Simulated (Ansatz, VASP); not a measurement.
# Y in VASP and in Ansatz

Contents of INCAR:

```
SYSTEM = Y
ALGO     = Normal         ! electronic algorithm
EDIFF    = 1E-7           ! SCF threshold, eV
EDIFFG   = -0.005         ! ionic threshold
ENCUT    = 600            ! plane-wave cutoff, eV
GGA      = PE             ! functional
IBRION   = 2              ! ionic algorithm
ISIF     = 3              ! what is computed and relaxed
ISMEAR   = 0              ! smearing method
LASPH    = .True.         ! aspherical terms in the spheres
LCHARG   = .False.        ! write CHGCAR
LREAL    = .False.        ! projectors in reciprocal space
LWAVE    = .False.        ! write WAVECAR
NELM     = 100            ! most SCF steps
NSW      = 100            ! ionic steps
PREC     = Accurate       ! precision mode
SIGMA    = 0.1            ! smearing width, eV
```

File KPOINTS:

```
k-points
0
Gamma
  14 14 14
  0 0 0
```

The input POSCAR:

```
Y
1.0
    0.0000000000      2.4850000000      2.4850000000
    2.4850000000      0.0000000000      2.4850000000
    2.4850000000      2.4850000000      0.0000000000
Y
1
Direct
    0.0000000000      0.0000000000      0.0000000000
```

Input for Ansatz:

```yaml
crystal:
  lattice:
    - [0.0, 2.485, 2.485]
    - [2.485, 0.0, 2.485]
    - [2.485, 2.485, 0.0]
  atoms:
    - { symbol: "Y", position: [0.0, 0.0, 0.0] }
basis:
  ecutwfc: 420
kpoints:
  mp_grid: { grid: [14, 14, 14] }
hamiltonian:
  xc: pbe
scf:
  occupations: { method: gaussian, width: 0.1 }
output:
  forces: true
  stress: true
  eigenvalues: true
relax:
  adjacent_minimum: "off"
  f_tol: 0.005
  max_steps: 80
  cell: { stress_tol: 0.05 }
```

Alike in both runs: task relaxation of cell and atoms; functional PBE; k mesh 14 × 14 × 14; occupations gaussian, width 0.1 eV; no spin polarisation.

```csv
,VASP,Ansatz
version,VASP 6.6.1,Ansatz 0.2.0
potentials or method,"VASP PAW PBE potentials, release 64 (Y_sv), cutoff 600 eV","scalar-relativistic, plane waves, PAW"
valence electrons in the cell,11,11
```

|  | VASP | Ansatz | Ansatz less VASP |
| --- | --- | --- | --- |
| gap on the k mesh at the Fermi level, each at its own relaxed structure (eV) | none | none | - |
| relaxed volume (Å³/atom) | 32.35 | 32.45 | +0.097 |
| relaxed cell length with the largest relative difference (Å) | 3.577 | 3.580 | +0.0036 |

A gap of «none» marks a metal or a gap that the smearing closes.
